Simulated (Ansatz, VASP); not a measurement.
# Two plane-wave programs on Mn4GaMo4Se4

```
Mo Se Mn Ga
1.0
     0.00000    4.79336    4.79336
     4.79336    0.00000    4.79336
     4.79336    4.79336    0.00000
Mo Se Mn Ga
4 4 4 1
Cartesian
  3.8587 3.8587 3.8587
  3.8587 5.7281 5.7281
  5.7281 5.7281 3.8587
  5.7281 3.8587 5.7281
  6.0761 6.0761 6.0761
  6.0761 3.5107 3.5107
  3.5107 3.5107 6.0761
  3.5107 6.0761 3.5107
  1.3153 1.3153 1.3153
  1.3153 3.4781 3.4781
  3.4781 3.4781 1.3153
  3.4781 1.3153 3.4781
  0.0000 0.0000 0.0000
```

Alike in both runs: task single point; functional r2SCAN; k mesh 5 × 5 × 5; no spin polarisation.

|  | VASP | Ansatz |
| --- | --- | --- |
| version | VASP 6.6.1 | Ansatz 0.2.0 |
| potentials or method | VASP PAW PBE potentials, release 64 (Mo_sv, Se, Mn_pv, Ga_d), cutoff 520 eV | PAW plane waves |
| occupations | methfessel-paxton of order 1, width 0.0229 eV | cold, width 0.0229 eV |
| valence electrons in the cell | 145 | 193 |

Ansatz gave:

* pressure (GPa): 27.1
* rms of the force components (eV/Å): 3.516

Question: What did VASP give for the same quantities?

Answer: Pressure (GPa): 27.8; rms of the force components (eV/Å): 3.567.

VASP's potentials were made for PBE, not for r2SCAN. Atom by atom the forces differ by 0.052 eV/Å (rms over components). VASP's potentials hold 145 valence electrons a cell and Ansatz's 193, so a difference there can come from the potentials and not from the codes.
